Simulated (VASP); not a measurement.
# K (Im-3m) in VASP: single point with PBE

Aim: the single point of K with PBE.

All numbers are computed with VASP 6.6.1; they aren't measurements. Logs are shortened: lines on timing, memory, paths and dates and some standing lists are left out, and cuts for length are marked.

**1. The cell of the first run**

It takes space group Im-3m (No. 229, cubic). The conventional cell has a = 5.285 Å, b = 5.285 Å, c = 5.285 Å, α = 90.00°, β = 90.00°, γ = 90.00°.

**2. Single point, PBE**

INCAR

```
SYSTEM = K
PREC = Accurate ; ENCUT = 500
EDIFF = 1E-6 ; ISMEAR = -1
SIGMA = 0.1 ; LREAL = .False.
LASPH = .True. ; NELM = 120
ALGO = Normal ; ISIF = 2
LWAVE = .False. ; LCHARG = .False.
GGA = PE ; NBANDS = 10
GGA_COMPAT = .False.
```

KPOINTS

```
regular mesh
0
Gamma
  4 4 4
  0 0 0
```

POSCAR

```
K
1.0
    2.6424623299      2.6424623299      2.6424623299
   -2.6424623299      2.6424623299      2.6424623299
   -2.6424623299     -2.6424623299      2.6424623299
K
1
Direct
    0.0000000000      0.0000000000      0.0000000000
```

Potentials or basis: VASP PAW PBE potentials, release 64 (K_sv).

On the command line:

```console
$ cat potpaw_PBE.64/K_sv/POTCAR > POTCAR
$ mpirun -np 1 vasp_std > vasp.out
```

OUTCAR:

```text
SYSTEM = K
   PREC = Accurate
   ENCUT = 500
   EDIFF = 1E-6
   ISMEAR = -1
   LREAL = .False.
   LASPH = .True.
   NELM = 120
   ISIF = 2
   GGA = PE

 ion  position               nearest neighbor table
   1  0.000  0.000  0.000-

  LATTYP: Found a body centered cubic cell.
 ALAT       =     5.2849246598

  Lattice vectors:

 A1 = (   2.6424623299,  -2.6424623299,  -2.6424623299)
 A2 = (   2.6424623299,   2.6424623299,   2.6424623299)
 A3 = (  -2.6424623299,  -2.6424623299,   2.6424623299)

Analysis of symmetry for initial positions (statically):
=====================================================================
 Subroutine PRICEL returns:
 Original cell was already a primitive cell.

 Routine SETGRP: Setting up the symmetry group for a
 body centered cubic supercell.

 Subroutine GETGRP returns: Found 48 space group operations
 (whereof 48 operations were pure point group operations)
 out of a pool of 48 trial point group operations.

The static configuration has the point symmetry O_h .

Analysis of symmetry for dynamics (positions and initial velocities):
=====================================================================
 Subroutine PRICEL returns:
 Original cell was already a primitive cell.

 Routine SETGRP: Setting up the symmetry group for a
 body centered cubic supercell.

 Subroutine GETGRP returns: Found 48 space group operations
 (whereof 48 operations were pure point group operations)
 out of a pool of 48 trial point group operations.

The dynamic configuration has the point symmetry O_h .

 Subroutine INISYM returns: Found 48 space group operations
 (whereof 48 operations are pure point group operations),
 and found     1 'primitive' translations

----------------------------------------------------------------------------------------

                                     Primitive cell

  volume of cell :      73.8051

  direct lattice vectors                    reciprocal lattice vectors
     2.642462330  2.642462330  2.642462330     0.189217456  0.000000000  0.189217456
    -2.642462330  2.642462330  2.642462330    -0.189217456  0.189217456  0.000000000
    -2.642462330 -2.642462330  2.642462330     0.000000000 -0.189217456  0.189217456

  length of vectors
     4.576879012  4.576879012  4.576879012     0.267593893  0.267593893  0.267593893

  position of ions in fractional coordinates (direct lattice)
     0.000000000  0.000000000  0.000000000

  ion indices of the primitive-cell ions
   primitive index   ion index
                 1           1

----------------------------------------------------------------------------------------

 KPOINTS: regular mesh

Automatic generation of k-mesh.
 Grid dimensions read from file:
 generate k-points for:    4    4    4

 Generating k-lattice:

  Cartesian coordinates                     Fractional coordinates (reciprocal lattice)
     0.047304364  0.000000000  0.047304364     0.250000000  0.000000000  0.000000000
    -0.047304364  0.047304364  0.000000000     0.000000000  0.250000000  0.000000000
     0.000000000 -0.047304364  0.047304364     0.000000000  0.000000000  0.250000000

  Length of vectors
     0.066898473  0.066898473  0.066898473

  Shift w.r.t. Gamma in fractional coordinates (k-lattice)
     0.000000000  0.000000000  0.000000000

 Subroutine IBZKPT returns following result:
 ===========================================

 Found      8 irreducible k-points:

 Following reciprocal coordinates:
            Coordinates               Weight
  0.000000  0.000000  0.000000      1.000000
  0.250000  0.000000  0.000000     12.000000
  0.500000  0.000000  0.000000      6.000000
  0.500000  0.250000  0.000000     24.000000
  0.250000  0.250000  0.250000      6.000000
  0.500000  0.250000  0.250000     12.000000
  0.250000 -0.250000  0.250000      2.000000
  0.500000  0.500000  0.500000      1.000000
   k-points           NKPTS =      8   k-points in BZ     NKDIM =      8   number of bands    NBANDS=     10
   number of dos      NEDOS =    301   number of ions     NIONS =      1
   total plane-waves  NPLWV =  46656
   dimension x,y,z NGX =    36 NGY =   36 NGZ =   36
   dimension x,y,z NGXF=    72 NGYF=   72 NGZF=   72
   ions per type =               1
   NGX,Y,Z   is equivalent  to a cutoff of  13.08, 13.08, 13.08 a.u.
   NGXF,Y,Z  is equivalent  to a cutoff of  26.15, 26.15, 26.15 a.u.
 SYSTEM =  K
   PREC   = accura    normal or accurate (medium, high low for compatibility)
   ISTART =      0    job   : 0-new  1-cont  2-samecut
   ICHARG =      2    charge: 1-file 2-atom 10-const
   ISPIN  =      1    spin polarized calculation?
   LNONCOLLINEAR =      F non collinear calculations
   LSORBIT =      F    spin-orbit coupling
   LASPH  =      T    aspherical Exc in radial PAW
   ENCUT  =  500.0 eV  36.75 Ry    6.06 a.u.   8.34  8.34  8.34*2*pi/ulx,y,z
   NELM   =    120;   NELMIN=  2; NELMDL= -5     # of ELM steps
   EDIFF  = 0.1E-05   stopping-criterion for ELM
   LREAL  =      F    real-space projection
   EDIFFG = 0.1E-04   stopping-criterion for IOM
   NSW    =      0    number of steps for IOM
   IBRION =     -1    ionic relax: 0-MD 1-quasi-New 2-CG
   NFREE  =      0    steps in history (QN), initial steepest desc. (CG)
   ISIF   =      2    stress and relaxation
   ISYM   =      2    0-nonsym 1-usesym 2-fastsym
   POTIM  = 0.5000    time-step for ionic-motion
   TEBEG  =    0.0;   TEEND  =   0.0 temperature during run
   PSTRESS=    0.0 pullay stress
   NELECT =       9.0000    total number of electrons
   NUPDOWN=      -1.0000    fix difference up-down
   EMIN   =  10.00;   EMAX   =-10.00  energy-range for DOS
   EFERMI =   0.00;   METHOD = LEGACY
   ISMEAR =    -1;   SIGMA  =   0.10  broadening in eV -4-tet -1-fermi 0-gaus
   EFERMI_NEDOS =   21; number of points for ismear=-14 and -15
   IALGO  =     38    algorithm
   IMIX   =      4    mixing-type and parameters
     AMIX     =   0.40;   BMIX     =  1.00
     AMIX_MAG =   1.60;   BMIX_MAG =  1.00
  volume/ion in A,a.u.               =      73.81       498.06
  Fermi-wavevector in a.u.,A,eV,Ry     =   0.811821  1.534119  8.966962  0.659053
  Thomas-Fermi vector in A             =   1.921251
   LORBIT       =      0    0 simple, 1 ext, 2 COOP (PROOUT), +10 PAW based schemes
   GGA     = PE    functional components
   LHFCALC =     F    Hartree Fock is set to
   AEXX    =    0.0000 exact exchange contribution
   IVDW    =     0    specifies the selected vdW correction
   LEPSILON=     F    determine dielectric tensor
   LRPA    =     F    only Hartree local field effects (RPA)
 non-spin polarized calculation
  energy-cutoff  :      500.00
  volume of cell :       73.81
 maximum number of plane-waves:      1920
 NGX is ok and might be reduce to    36
   NGX = 17   NGY = 17   NGZ = 17

 number of electron       9.0000001 magnetization

 Free energy of the ion-electron system (eV)
  ---------------------------------------------------
  ext. energy  EPLUGINS =         0.00000000
  ---------------------------------------------------
  free energy    TOTEN  =        -1.02021610 eV

  energy without entropy =       -0.96712869  energy(sigma->0) =       -0.99367239

 E-fermi :  -0.1444     XC(G=0):  -5.6430

 val. band max:       -0.1602090680   @ k =   0.5000   0.2500   0.0000
 cond. band min:       0.3191620588   @ k =   0.5000   0.0000   0.0000
 fundamental gap:      0.4793711267
 Fermi energy:        -0.1444486977

 k-point     1 :       0.0000    0.0000    0.0000
  band No.  band energies     occupation
      1     -32.2599      2.00000
      2     -15.7098      2.00000
      3     -15.7098      2.00000
      4     -15.7098      2.00000
      5      -2.2789      2.00000
      6       4.1641      0.00000
      7       4.1641      0.00000
      8       4.1641      0.00000
      9       5.0713      0.00000
     10       5.0713      0.00000

 k-point     2 :       0.2500    0.0000    0.0000
  band No.  band energies     occupation
      1     -32.2579      2.00000
      2     -15.7434      2.00000
      3     -15.7211      2.00000
      4     -15.7097      2.00000
      5      -1.5262      2.00000
      6       2.8062      0.00000
      7       3.4926      0.00000
      8       4.7677      0.00000
      9       4.8913      0.00000
     10       5.0236      0.00000

 k-point     3 :       0.5000    0.0000    0.0000
  band No.  band energies     occupation
      1     -32.2559      2.00000
      2     -15.7764      2.00000
      3     -15.7323      2.00000
      4     -15.7096      2.00000
      5       0.3192      0.01920
      6       0.5588      0.00176
      7       3.0370      0.00000
      8       4.7311      0.00000
      9       5.5979      0.00000
     10       5.7973      0.00000

 k-point     4 :       0.5000    0.2500    0.0000
  band No.  band energies     occupation
      1     -32.2559      2.00000
      2     -15.7642      2.00000
      3     -15.7377      2.00000
      4     -15.7166      2.00000
      5      -0.1602      1.07864
      6       1.7476      0.00000
      7       2.2640      0.00000
      8       4.6091      0.00000
      9       4.9131      0.00000
     10       5.6036      0.00000

 k-point     5 :       0.2500    0.2500    0.2500
  band No.  band energies     occupation
      1     -32.2561      2.00000
      2     -15.7442      2.00000
      3     -15.7332      2.00000
      4     -15.7332      2.00000
      5      -0.8200      1.99767
      6       2.7380      0.00000
      7       3.3893      0.00000
      8       3.3893      0.00000
      9       4.9377      0.00000
     10       5.0203      0.00000

 k-point     6 :       0.5000    0.2500    0.2500
  band No.  band energies     occupation
      1     -32.2543      2.00000
      2     -15.7672      2.00000
      3     -15.7452      2.00000
      4     -15.7340      2.00000
      5       0.9096      0.00005
      6       1.0292      0.00002
      7       3.0792      0.00000
      8       3.1945      0.00000
      9       4.6295      0.00000
     10       6.2021      0.00000

 k-point     7 :       0.2500   -0.2500    0.2500
  band No.  band energies     occupation
      1     -32.2556      2.00000
      2     -15.7422      2.00000
      3     -15.7422      2.00000
      4     -15.7422      2.00000
      5       1.3422      0.00000
      6       1.3422      0.00000
      7       1.3422      0.00000
      8       2.9208      0.00000
      9       5.6813      0.00000
     10       5.6813      0.00000

 k-point     8 :       0.5000    0.5000    0.5000
  band No.  band energies     occupation
      1     -32.2527      2.00000
      2     -15.7580      2.00000
      3     -15.7580      2.00000
      4     -15.7580      2.00000
      5       1.5472      0.00000
      6       1.5472      0.00000
      7       3.3413      0.00000
      8       3.3413      0.00000
      9       3.3413      0.00000
     10       5.3675      0.00000

------------------------ aborting loop because EDIFF is reached ----------------------------------------

  FORCE on cell =-STRESS in cart. coord.  units (eV):
  Direction    XX          YY          ZZ          XY          YZ          ZX
  --------------------------------------------------------------------------------------
  -------------------------------------------------------------------------------------
  Total        0.0368020      0.0368020      0.0368020      0.0000000      0.0000000      0.0000000
  in kB        0.7989061      0.7989061      0.7989061      0.0000000      0.0000000      0.0000000
  external PRESSURE =       0.7989061 kB  Pullay stress =       0.0000000 kB

 VOLUME and BASIS-vectors are now :
 -----------------------------------------------------------------------------
  energy-cutoff  :      500.00
  volume of cell :       73.81
      direct lattice vectors                 reciprocal lattice vectors
     2.642462330  2.642462330  2.642462330     0.189217456  0.000000000  0.189217456
    -2.642462330  2.642462330  2.642462330    -0.189217456  0.189217456  0.000000000
    -2.642462330 -2.642462330  2.642462330     0.000000000 -0.189217456  0.189217456

 POSITION                                       TOTAL-FORCE (eV/Angst)
 -----------------------------------------------------------------------------------
      0.00000      0.00000      0.00000         0.000000     -0.000000      0.000000
 -----------------------------------------------------------------------------------
    total drift:                                0.000000      0.000000      0.000000

  FREE ENERGIE OF THE ION-ELECTRON SYSTEM (eV)
  ---------------------------------------------------
  free  energy   TOTEN  =        -1.0202160972 eV

  energy  without entropy=       -0.9671286906  energy(sigma->0) =       -0.99367239
```

Run time: 9.1 s. Hardware: 1 thread of Intel Xeon 8259CL, shared host; peak memory 0.19 GiB.

What came out:

* Free energy: -1.0202 eV
* Pressure: 0.1 GPa

Caveat: the k points lie up to 0.42 Å⁻¹ apart.
